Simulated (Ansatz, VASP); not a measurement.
## One calculation of Zn3Bi2, two programs

```
Zn Bi
1.0
     3.64625    0.00000    0.00000
     0.00000    3.64625    0.00000
     0.00000    0.00000    9.11875
Zn Bi
3 2
Direct
  0.00000 0.00000 0.00000
  0.00000 0.00000 0.50000
  0.50000 0.50000 0.50000
  0.50000 0.50000 0.19211
  0.50000 0.50000 0.80789
```

Alike in both runs: task relaxation of cell and atoms; functional PBE; k mesh 6 × 6 × 2; occupations gaussian, width 0.1 eV; no spin polarisation.

|  | VASP | Ansatz |
| --- | --- | --- |
| version | VASP 6.6.1 | Ansatz 0.2.0 |
| potentials or method | VASP PAW PBE potentials, release 64 (Zn, Bi_d), cutoff 600 eV | scalar-relativistic, plane waves, PAW |
| valence electrons in the cell | 66 | 66 |

|  | VASP | Ansatz | Ansatz less VASP |
| --- | --- | --- | --- |
| gap on the k mesh at the Fermi level, each at its own relaxed structure (eV) | none | none | - |
| relaxed volume (Å³/atom) | 24.31 | 24.34 | +0.029 |
| relaxed length of the cell vector where the two differ most in proportion (Å) | 9.415 | 9.424 | +0.0087 |

A gap of «none» marks a metal or a gap that the smearing closes.

Neither program's run includes spin-orbit coupling.
